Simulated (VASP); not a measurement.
Here is a VASP 6.6.1 calculation.

Contents of INCAR:

```
PREC     = Accurate       # precision mode
ENCUT    = 520            # plane-wave cutoff, eV
EDIFF    = 1E-7           # SCF threshold, eV
ISMEAR   = 0              # smearing method
SIGMA    = 0.15           # smearing width, eV
LREAL    = False          # projectors in reciprocal space
LASPH    = True           # aspherical terms in the spheres
NELM     = 80             # most SCF steps
ALGO     = Fast           # electronic algorithm
ISIF     = 2              # what is computed and relaxed
LWAVE    = False          # write WAVECAR
LCHARG   = True           # write CHGCAR
GGA      = PS             # functional
LELF     = True           # ELF
LVHAR    = True         
NBANDS   = 18             # bands
```

Contents of KPOINTS:

```
regular mesh
0
Gamma
  18 18 10
```

The input POSCAR:

```
Ta
1.0
    2.9003720726      0.0000000000      0.0000000000
   -1.4501860363      2.5117958953      0.0000000000
    0.0000000000      0.0000000000      5.1662740000
Ta
2
Direct
    0.5770893246      0.1541786493      0.7500000000
    0.3333333333      0.6666666667      0.2500000000
```

Potentials or basis: VASP PAW PBE potentials, release 64 (Ta_pv).

The run is started by

```console
$ cat potpaw_PBE.64/Ta_pv/POTCAR > POTCAR
$ mpirun -np 1 vasp_std > vasp.out
```

Q: Estimate the pressure.

A: -6.4 GPa.

Q: What does it give for the largest force?

A: 0.314 eV/Å.

Forces on the atoms (eV/Å):
```
Ta   0.000  0.314  0.000
Ta   0.000 -0.314  0.000
```

Caveat: the cell differs from its parent crystal (atom 1 (Ta) moved by (-0.450, +0.000) A along y and z); the cell stands under tension; the PAW data sets were made with another functional, which shifts forces and pressure a little.
